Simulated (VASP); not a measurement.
# NaH in VASP: notebook, part 2 of 2

VASP 6.6.1.

## 3. Single point, r2SCAN (uniaxial x strain +2.5%)

The input, POSCAR:

```
NaH
1.0
    0.0000000000      2.3975122873      2.3975122873
    2.4574500944      0.0000000000      2.3975122873
    2.4574500944      2.3975122873      0.0000000000
Na H
1 1
Direct
    0.0000000000      0.0000000000      0.0000000000
    0.5000000000      0.5000000000      0.5000000000
```

The input, INCAR.step1:

```
  PREC = Accurate
  ENCUT = 520
  ISMEAR = 0
  SIGMA = 0.01
  LREAL = F
  LASPH = T
  NELM = 60
  NBANDS = 11
  GGA = PE
  ALGO = Normal
  EDIFF = 1E-4
  LWAVE = T
  LCHARG = F
```

The input, INCAR.step2:

```
  PREC = Accurate
  ENCUT = 520
  EDIFF = 1E-7
  ISMEAR = 0
  SIGMA = 0.01
  LREAL = F
  LASPH = T
  NELM = 60
  ALGO = Normal
  ISIF = 2
  LWAVE = F
  LCHARG = F
  METAGGA = R2SCAN
  LMIXTAU = T
  NBANDS = 11
  ISTART = 1
```

The input, KPOINTS:

```
Automatic mesh
0
Gamma
  10 10 10
```

Potentials or basis: VASP PAW PBE potentials, release 64 (Na_pv, H).

Run with:

```console
cat potpaw_PBE.64/Na_pv/POTCAR potpaw_PBE.64/H/POTCAR > POTCAR
cp INCAR.step1 INCAR
mpirun -np 1 vasp_std > vasp.out
cp INCAR.step2 INCAR
mpirun -np 1 vasp_std > vasp.out
```

It took 2.3 min on 1 thread of Intel Xeon Platinum 8259CL at 2.50GHz (Skylake/Cascade Lake), shared host; peak memory 0.17 GiB.

It converged, with:

```yaml
Free_energy: -7.5991 eV
Pressure: -0.7 GPa
Band_gap_on_the_k_mesh: 4.36 eV (least direct gap 5.20 eV)
```

Stress tensor (GPa, compression positive):
```
-1.22  0.00  0.00
 0.00 -0.46  0.00
 0.00  0.00 -0.46
```

Levels at points of the mesh, in eV from the valence-band top:
```
           k point  band 2  band 3  band 4  band 5  band 6  band 7
(0.00, 0.00, 0.00)  -22.90  -22.90   -3.55   11.41   16.25   16.38
(0.50, 0.00, 0.00)  -22.92  -22.91   -0.84    4.36   11.66   13.71
(0.50, 0.50, 0.00)  -22.94  -22.94   -0.13    5.28   10.61   11.26
(0.00, 0.50, 0.50)  -22.93  -22.93   -0.25    4.98   10.86   11.59
```

Caveat: the cell differs from its parent crystal (uniaxial x strain +2.5%); the structure was generated, so it needn't be the stable form of NaH; the PAW data sets were made with another functional, which shifts forces and pressure a little. A k mesh can miss the band edges.

## 4. Single point, PBE (shear xy strain +5.0%)

The input, INCAR:

```
PREC = Accurate
ENCUT = 520
EDIFF = 1E-6
ISMEAR = -1
SIGMA = 0.02
LREAL = F
LASPH = T
NELM = 100
ALGO = Normal
ISIF = 2
LWAVE = F
LCHARG = F
GGA = PE
NBANDS = 11
```

KPOINTS is that of step 3.

The input, POSCAR:

```
NaH
1.0
    0.0599378072      2.3975122873      2.3975122873
    2.3975122873      0.0599378072      2.3975122873
    2.4574500944      2.4574500944     -0.0000000001
Na H
1 1
Direct
    0.0000000000      0.0000000000      0.0000000000
    0.5000000000      0.5000000000      0.5000000000
```

Run with:

```console
cat potpaw_PBE.64/Na_pv/POTCAR potpaw_PBE.64/H/POTCAR > POTCAR
mpirun -np 1 vasp_std > vasp.out
```

Run time: 46 s. Hardware: 1 thread of Intel Xeon Platinum 8259CL at 2.50GHz (Skylake/Cascade Lake), shared host; peak memory 0.18 GiB.

The run converged. Its results:

```
Free energy            : -5.0814 eV
Pressure               : 0.5 GPa
Band gap on the k mesh : 3.66 eV (least direct gap 4.62 eV)
```

Stress tensor (GPa, compression positive):
```
 0.57 -1.15  0.00
-1.15  0.57  0.00
 0.00  0.00  0.48
```

Levels at points of the mesh, in eV from the valence-band top:
| k point | band 1 | band 2 | band 3 | band 4 | band 5 | band 6 | band 7 | band 8 | band 9 |
| --- | --- | --- | --- | --- | --- | --- | --- | --- | --- |
| (0.00, 0.00, 0.00) | -22.06 | -22.06 | -22.06 | -3.68 | 10.61 | 15.21 | 15.84 | 16.13 | 16.40 |
| (0.50, 0.00, 0.00) | -22.17 | -22.08 | -22.07 | -0.75 | 3.96 | 10.77 | 13.09 | 13.54 | 16.17 |
| (0.50, 0.50, 0.00) | -22.15 | -22.09 | -22.09 | -0.18 | 4.69 | 10.03 | 10.22 | 11.48 | 12.15 |
| (0.00, 0.00, 0.50) | -22.15 | -22.07 | -22.07 | -0.97 | 3.66 | 11.13 | 13.53 | 14.04 | 16.73 |
| (0.50, 0.00, 0.50) | -22.15 | -22.09 | -22.09 | -0.16 | 4.70 | 10.13 | 10.84 | 10.84 | 12.02 |

Caveat: the cell differs from its parent crystal (shear xy strain +5.0%); the structure was generated, so it needn't be the stable form of NaH. A k mesh can miss the band edges.

## 5. Single point, r2SCAN (strain along [111] +1.0%)

The input, POSCAR:

```
NaH
1.0
    0.0159834152      2.4134957025      2.4134957025
    2.4134957025      0.0159834152      2.4134957025
    2.4134957025      2.4134957025      0.0159834152
Na H
1 1
Direct
    0.0000000000      0.0000000000      0.0000000000
    0.5000000000      0.5000000000      0.5000000000
```

The input, INCAR.step1:

```
SYSTEM = NaH
  PREC = Accurate
  ENCUT = 520
  ISMEAR = 0
  SIGMA = 0.01
  LREAL = .False.
  LASPH = .True.
  NELM = 100
  NBANDS = 11
  GGA = PE
  ALGO = Normal
  EDIFF = 1E-4
  LWAVE = .True.
  LCHARG = .False.
```

The input, INCAR.step2:

```
SYSTEM = NaH
  PREC = Accurate
  ENCUT = 520
  EDIFF = 1E-7
  ISMEAR = 0
  SIGMA = 0.01
  LREAL = .False.
  LASPH = .True.
  NELM = 100
  ALGO = Normal
  ISIF = 2
  LWAVE = .False.
  LCHARG = .False.
  METAGGA = R2SCAN
  LMIXTAU = .True.
  NBANDS = 11
  ISTART = 1
```

The input, KPOINTS:

```
regular mesh
0
Gamma
  10 10 10
  0 0 0
```

Run with:

```console
cat potpaw_PBE.64/Na_pv/POTCAR potpaw_PBE.64/H/POTCAR > POTCAR
cp INCAR.step1 INCAR
mpirun -np 1 vasp_std > vasp.out
cp INCAR.step2 INCAR
mpirun -np 1 vasp_std > vasp.out
```

Run time: 2.5 min. Hardware: 1 thread of Intel Xeon Platinum 8259CL at 2.50GHz (Skylake/Cascade Lake), shared host; peak memory 0.17 GiB.

Results (log left out):

- Free energy: -7.6015 eV
- Pressure: -0.5 GPa
- Band gap on the k mesh: 4.35 eV (least direct gap 5.22 eV)

Stress tensor (GPa, compression positive):
```
-0.50 -0.12 -0.12
-0.12 -0.50 -0.12
-0.12 -0.12 -0.50
```

Levels at points of the mesh, in eV from the valence-band top:
```csv
k point,band 1,band 2,band 3,band 4,band 5,band 6,band 7,band 8,band 9
"(0.00, 0.00, 0.00)",-22.86,-22.86,-22.86,-3.57,11.58,16.31,16.55,16.55,17.26
"(0.50, 0.00, 0.00)",-22.95,-22.87,-22.87,-0.81,4.43,11.78,13.92,14.05,17.66
"(0.50, 0.50, 0.00)",-22.94,-22.89,-22.89,-0.15,5.23,10.77,11.40,11.57,13.21
"(0.50, 0.50, 0.50)",-22.95,-22.87,-22.87,-0.87,4.35,11.88,14.11,14.11,17.87
```

Caveat: the cell differs from its parent crystal (strain along [111] +1.0%); the structure was generated, so it needn't be the stable form of NaH; the PAW data sets were made with another functional, which shifts forces and pressure a little.

## 6. Single point, r2SCAN (shear xy strain +5.0%)

The input, POSCAR:

```
NaH
1.0
    0.0599378072      2.3975122873      2.3975122873
    2.3975122873      0.0599378072      2.3975122873
    2.4574500944      2.4574500944     -0.0000000001
Na H
1 1
Direct
    0.0000000000      0.0000000000      0.0000000000
    0.5000000000      0.5000000000      0.5000000000
```

The input, INCAR.step1:

```
SYSTEM = NaH
PREC = Accurate ; ENCUT = 520
ISMEAR = 0 ; SIGMA = 0.01
LREAL = .False. ; LASPH = .True.
NELM = 80 ; NBANDS = 11
GGA = PE ; ALGO = Normal
EDIFF = 1E-4 ; LWAVE = .True.
LCHARG = .False.
```

The input, INCAR.step2:

```
SYSTEM = NaH
PREC = Accurate ; ENCUT = 520
EDIFF = 1E-6 ; ISMEAR = 0
SIGMA = 0.01 ; LREAL = .False.
LASPH = .True. ; NELM = 80
ALGO = Normal ; ISIF = 2
LWAVE = .False. ; LCHARG = .False.
METAGGA = R2SCAN ; LMIXTAU = .True.
NBANDS = 11 ; ISTART = 1
```

The input, KPOINTS:

```
Automatic mesh
0
Gamma
  10 10 10
  0 0 0
```

Potentials or basis: VASP PAW PBE potentials, release 64 (Na_pv, H).

Run with:

```console
cat potpaw_PBE.64/Na_pv/POTCAR potpaw_PBE.64/H/POTCAR > POTCAR
cp INCAR.step1 INCAR
mpirun -np 1 vasp_std > vasp.out
cp INCAR.step2 INCAR
mpirun -np 1 vasp_std > vasp.out
```

OUTCAR:

```text
SYSTEM = NaH
   PREC = Accurate
   ENCUT = 520
   EDIFF = 1E-6
   ISMEAR = 0
   LREAL = .False.
   LASPH = .True.
   NELM = 80
   ISIF = 2
   METAGGA = R2SCAN
   ISTART = 1

 ion  position               nearest neighbor table
   1  0.000  0.000  0.000-
   2  0.500  0.500  0.500-

  LATTYP: Found a body centered orthorhombic cell.
 ALAT       =     3.3058295328
 B/A-ratio  =     1.0512820513
 C/A-ratio  =     1.4504754486

  Lattice vectors:

[... 522 lines left out ...]
 [... further k-points ...]

------------------------ aborting loop because EDIFF is reached ----------------------------------------

  FORCE on cell =-STRESS in cart. coord.  units (eV):
  Direction    XX          YY          ZZ          XY          YZ          ZX
  --------------------------------------------------------------------------------------
  -------------------------------------------------------------------------------------
  Total       -0.0236047     -0.0236047     -0.0520028     -0.1942001      0.0000000      0.0000000
  in kB       -1.3729903     -1.3729903     -3.0247981    -11.2958503      0.0000000      0.0000000
  external PRESSURE =      -1.9235929 kB  Pullay stress =       0.0000000 kB

 VOLUME and BASIS-vectors are now :
 -----------------------------------------------------------------------------
  energy-cutoff  :      520.00
  volume of cell :       27.54
      direct lattice vectors                 reciprocal lattice vectors
     0.059937807  2.397512287  2.397512287    -0.213896928  0.213896928  0.208549505
     2.397512287  0.059937807  2.397512287     0.213896928 -0.213896928  0.208549505
     2.457450094  2.457450094 -0.000000000     0.203462931  0.203462931 -0.208549505

 POSITION                                       TOTAL-FORCE (eV/Angst)
 -----------------------------------------------------------------------------------
      0.00000      0.00000      0.00000        -0.000000      0.000000     -0.000000
      2.45745      2.45745      2.39751         0.000000     -0.000000      0.000000
 -----------------------------------------------------------------------------------
    total drift:                               -0.000000     -0.000000     -0.000000

  FREE ENERGIE OF THE ION-ELECTRON SYSTEM (eV)
  ---------------------------------------------------
  free  energy   TOTEN  =        -7.5977878760 eV

  energy  without entropy=       -7.5977878760  energy(sigma->0) =       -7.59778788
```

OUTCAR.step1:

```text
SYSTEM = NaH
   PREC = Accurate
   ENCUT = 520
   ISMEAR = 0
   LREAL = .False.
   LASPH = .True.
[... 560 lines left out ...]
      0.00000      0.00000      0.00000        -0.000000      0.000000     -0.000000
      2.45745      2.45745      2.39751         0.000000     -0.000000      0.000000
 -----------------------------------------------------------------------------------
    total drift:                               -0.000000     -0.000000     -0.000000

  FREE ENERGIE OF THE ION-ELECTRON SYSTEM (eV)
  ---------------------------------------------------
  free  energy   TOTEN  =        -5.0813741922 eV

  energy  without entropy=       -5.0813741922  energy(sigma->0) =       -5.08137419
```

Run time: 3.5 min. Hardware: 1 thread of Intel Xeon Platinum 8259CL at 2.50GHz (Skylake/Cascade Lake), shared host; peak memory 0.18 GiB.

Results:

| Quantity | Value |
| --- | --- |
| Free energy | -7.5978 eV |
| Pressure | -0.2 GPa |
| Band gap on the k mesh | 4.27 eV (least direct gap 5.22 eV) |

Stress tensor (GPa, compression positive):
```
-0.14 -1.13  0.00
-1.13 -0.14  0.00
 0.00  0.00 -0.30
```

Caveat: the cell differs from its parent crystal (shear xy strain +5.0%); the structure was generated, so it needn't be the stable form of NaH; the PAW data sets were made with another functional, which shifts forces and pressure a little.

## 7. The runs side by side

```tsv
level	cell	smearing	gap on the mesh (eV)	pressure (GPa)
PBE	a = 3.413 Å, angles 59.6°, 2 atoms	fermi-dirac 0.02 eV	3.74	0.3
r2SCAN	a = 3.391, b = 3.433, c = 3.433 Å, angles 59.2, 60.4, 60.4°, 2 atoms	gaussian 0.01 eV	4.36	-0.7
PBE	a = 3.391, b = 3.391, c = 3.475 Å, angles 59.2, 59.2, 58.3°, 2 atoms	fermi-dirac 0.02 eV	3.66	0.5
r2SCAN	a = 3.413 Å, angles 59.6°, 2 atoms	gaussian 0.01 eV	4.35	-0.5
r2SCAN	a = 3.391, b = 3.391, c = 3.475 Å, angles 59.2, 59.2, 58.3°, 2 atoms	gaussian 0.01 eV	4.27	-0.2
```

Alike in all rows: task single point; potentials or basis VASP PAW PBE potentials, release 64 (Na_pv, H); no spin polarisation; k mesh 10 × 10 × 10; cutoff (eV) 520.

Caveats: the structure was generated, so it needn't be the stable form of NaH; the PAW data sets were made with another functional, which shifts forces and pressure a little (at least some runs).

Absolute energies hang on the potentials; compare differences alone.
